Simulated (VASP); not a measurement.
The system is BaS.

```xyz
2
Lattice="0.0000 3.1938 3.1938 3.1938 0.0000 3.1938 3.1938 3.1938 0.0000" Properties=species:S:1:pos:R:3 pbc="T T T"
Ba    0.0000    0.0000    0.0000
S     3.1938    3.1938    3.1938
```

| Quantity | Value |
| --- | --- |
| Program | VASP 6.6.1 |
| Task | relaxation of cell and atoms |
| Functional | PBEsol |
| Dispersion | D4 |
| Potentials or basis | VASP PAW PBE potentials, release 64 (Ba_sv, S) |
| Cutoff | 600 eV |
| k mesh | 7 × 7 × 7 |
| Occupations | fermi-dirac, width 0.05 eV |
| Spin | no spin polarisation |

At the start: pressure -1.3 GPa; volume 32.58 Å³/atom.

Task: Where does the relaxation end?

Result: Over 3 steps the energy falls by 3.6 meV/atom and the volume is 31.68 Å³/atom (-2.8 %); space group Fm-3m (No. 225, to 0.05 Å).

The path:
```
step  energy change (eV)  largest force (eV/Å)  pressure (GPa)  volume (Å³)
   1              0.0000                0.0000           -1.26        65.15
   2             -0.0064                0.0000            0.46        62.77
   3             -0.0073                0.0000            0.00        63.35
```

Final structure:
```xyz
2
Lattice="0.0000 3.1641 3.1641 3.1641 0.0000 3.1641 3.1641 3.1641 0.0000" Properties=species:S:1:pos:R:3 pbc="T T T"
Ba    0.0000    0.0000    0.0000
S     3.1641    3.1641    3.1641
```

Caveat: the PAW data sets were made with another functional, which shifts forces and pressure a little.
